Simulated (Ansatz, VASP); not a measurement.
## One calculation of KHf, two programs

```
K Hf
1.0
     5.09642    0.00000    0.00000
     0.00000    3.10994    0.00000
     0.00000    0.00000    9.69861
K Hf
2 2
Direct
  0.75000 0.00000 0.68545
  0.25000 0.00000 0.31455
  0.75000 0.50000 0.05907
  0.25000 0.50000 0.94093
```

Alike in both runs: functional PBE; k mesh 10 × 14 × 6; occupations gaussian, width 0.1 eV; no spin polarisation.

Ansatz relaxed the structure, and its values are those at the end. VASP's run is a single point on that final structure, the one shown.

|  | VASP | Ansatz |
| --- | --- | --- |
| version | VASP 6.6.1 | Ansatz 0.2.0 |
| potentials or method | VASP PAW PBE potentials, release 64 (K_sv, Hf_pv), cutoff 520 eV | scalar-relativistic, plane waves, PAW |
| valence electrons in the cell | 38 | 70 |

```csv
,VASP,Ansatz,Ansatz less VASP
gap on the k mesh at the Fermi level (eV),none,none,-
pressure (GPa),-0.1,0.0,+0.09
rms of the force components (eV/Å),0.008,0.001,-0.0074
```

A gap of «none» marks a metal or a gap that the smearing closes. VASP's potentials hold 38 valence electrons a cell and Ansatz's 70, so a difference there can come from the potentials and not from the codes.

Neither program's run includes spin-orbit coupling.
